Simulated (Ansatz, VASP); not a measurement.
**One calculation of C, two programs**

```
C
1.0
     0.03567    1.80123    1.80123
     1.80123    0.03567    1.80123
     1.80123    1.80123    0.03567
C
2
Direct
  0.50000 0.50000 0.50000
  0.75000 0.75000 0.75000
```

Change from the starting cell: equal xy, yz and zx shear strains of +2 %, crystal datasets.

Alike in both runs: task electric field gradients; functional LDA; k mesh 20 × 20 × 20; occupations fermi-dirac, width 0.08 eV; no spin polarisation.

|  | VASP | Ansatz |
| --- | --- | --- |
| version | VASP 6.6.1 | Ansatz 0.2.0 |
| potentials or method | VASP PAW LDA potentials, release 64 (C), cutoff 520 eV | all-electron PAW with datasets made for the crystal, scalar-relativistic |

VASP gave:

```
gap on the k mesh at the Fermi level (eV)                     : 4.06
pressure (GPa)                                                : -11.0
traceless stress, the component that is largest in VASP (GPa) : -10.94
rms of the force components (eV/Å)                            : 0.026
size of Vzz on the site where it differs most (V/Å²)          : 4.4
```

Question: Which values does Ansatz return?

Answer: gap on the k mesh at the Fermi level (eV): 4.07; pressure (GPa): -12.4; traceless stress, the component that is largest in VASP (GPa): -10.89; rms of the force components (eV/Å): 0.021; size of Vzz on the site where it differs most (V/Å²): 4.1.

LDA's correlation is that of Perdew and Zunger in VASP and of Perdew and Wang (1992) in Ansatz. Atom by atom the forces differ by 0.005 eV/Å (rms over components). Ansatz ran all-electron here, and VASP with PAW potentials.
